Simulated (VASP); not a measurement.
Wanted: the native input for a VASP 6.6.1 run.

* Task: single point
* Functional: PBE
* Potentials or basis: VASP PAW PBE potentials, release 64 (Be, Bi_d)
* Cutoff: 520 eV
* k mesh: 12 × 12 × 12
* Occupations: gaussian, width 0.1 eV
* Spin: no spin polarisation
* Dipole correction: no
* Further INCAR settings: ALGO = Fast; EDIFF = 1e-06; NBANDS = 28

The structure of Be2Bi lies in POSCAR:

```
Be2Bi
1.0
    2.1636996462      1.2492125732      6.7445020423
   -2.1636996462      1.2492125732      6.7445020423
    0.0000000000     -2.4984251464      6.7445020423
Be Bi
4 2
Direct
    0.3687010169      0.8692290308      0.8692290308
    0.8692290308      0.3687010169      0.8692290308
    0.9452902152      0.9452902152      0.9452902152
    0.8692290308      0.8692290308      0.3687010169
    0.4477942772      0.4477942772      0.4477942772
    0.2531885282      0.2531885282      0.2531885282
```

One way to write it, as run:

INCAR

```
SYSTEM = Be2Bi
PREC = Accurate
ENCUT = 520
EDIFF = 1E-6
ISMEAR = 0
SIGMA = 0.1
LREAL = .False.
LASPH = .True.
NELM = 80
ALGO = Fast
ISIF = 2
LWAVE = .False.
LCHARG = .False.
GGA = PE
NBANDS = 28
```

KPOINTS

```
Automatic mesh
0
Gamma
  12 12 12
  0 0 0
```

Potentials or basis: VASP PAW PBE potentials, release 64 (Be, Bi_d).

Run with:

```console
$ cat potpaw_PBE.64/Be/POTCAR potpaw_PBE.64/Bi_d/POTCAR > POTCAR
$ mpirun -np 1 vasp_std > vasp.out
```

It gave:

```
Pressure               : 0.0 GPa
Largest force          : 0.010 eV/Å
Band gap on the k mesh : zero (bands 19 and 20 overlap by 0.99 eV)
```

Caveat: spin-orbit coupling is left out, which moves the levels of the heavy elements.

It took 14 min on 1 thread of Intel(R) Xeon(R) 6975P-C (Granite Rapids) (shared host), peak memory 0.72 GiB.
